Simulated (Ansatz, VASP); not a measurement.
## ReRhO: VASP beside Ansatz

```
Re Rh O
1.0
     2.92682    0.00000    0.00000
     0.00000    2.92682    0.00000
     0.00000    0.00000    4.11130
Re Rh O
1 1 1
Direct
  0.50000 0.50000 0.00000
  0.00000 0.00000 0.00000
  0.50000 0.50000 0.50000
```

Change from the starting cell: species swapped into the LiHPd type (P4/mmm, No. 123).

Alike in both runs: task relaxation of cell and atoms; functional PBE; k mesh 6 × 6 × 4; occupations gaussian, width 0.1 eV; collinear spin.

|  | VASP | Ansatz |
| --- | --- | --- |
| version | VASP 6.6.1 | Ansatz 0.2.0 |
| potentials or method | VASP PAW PBE potentials, release 64 (Re, Rh_pv, O), cutoff 600 eV | scalar-relativistic, plane waves, PAW |
| valence electrons in the cell | 28 | 38 |

|  | VASP | Ansatz | Ansatz less VASP |
| --- | --- | --- | --- |
| gap on the k mesh at the Fermi level, each at its own relaxed structure (eV) | none | none | - |
| net moment per atom (μB) | 0.00 | 0.00 | 0.000 |
| relaxed volume (Å³/atom) | 16.00 | 16.03 | +0.027 |
| relaxed length of the cell vector where the two differ most in proportion (Å) | 3.762 | 3.738 | -0.0238 |

A gap of «none» marks a metal or a gap that the smearing closes. VASP's potentials hold 28 valence electrons a cell and Ansatz's 38, so a difference there can come from the potentials and not from the codes. Ansatz's warnings: seeded moment not kept.

The k mesh is coarse, so the values compare programs but aren't converged. Neither program's run includes spin-orbit coupling. Noted on VASP's run: the volume moved by over 15 % at a fixed basis, so the end points are rough.
